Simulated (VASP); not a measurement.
Here is a VASP 6.6.1 calculation.

File INCAR:

```
SYSTEM = Ir
ALGO     = Normal         ! electronic algorithm
EDIFF    = 1E-7           ! SCF threshold, eV
ENCUT    = 520            ! plane-wave cutoff, eV
GGA      = PE             ! functional
ISIF     = 2              ! what is computed and relaxed
ISMEAR   = -1             ! smearing method
LASPH    = .TRUE.         ! aspherical terms in the spheres
LCHARG   = .FALSE.        ! write CHGCAR
LREAL    = .FALSE.        ! projectors in reciprocal space
LWAVE    = .FALSE.        ! write WAVECAR
NBANDS   = 10             ! bands
NELM     = 100            ! most SCF steps
PREC     = Accurate       ! precision mode
SIGMA    = 0.1            ! smearing width, eV
```

KPOINTS

```
k-points
0
G
  14 14 14
  0 0 0
```

The input POSCAR:

```
Ir
1.0
    0.0000000000      1.9360622002      1.9360622002
    1.9360622002      0.0000000000      1.9360622002
    1.9360622002      1.9360622002      0.0000000000
Ir
1
Direct
    0.0000000000      0.0000000000      0.0000000000
```

Potentials or basis: VASP PAW PBE potentials, release 64 (Ir).

Run with:

```console
$ cat potpaw_PBE.64/Ir/POTCAR > POTCAR
$ mpirun -np 1 vasp_std > vasp.out
```

Task: What does it give for the pressure?

Result: 0.5 GPa.
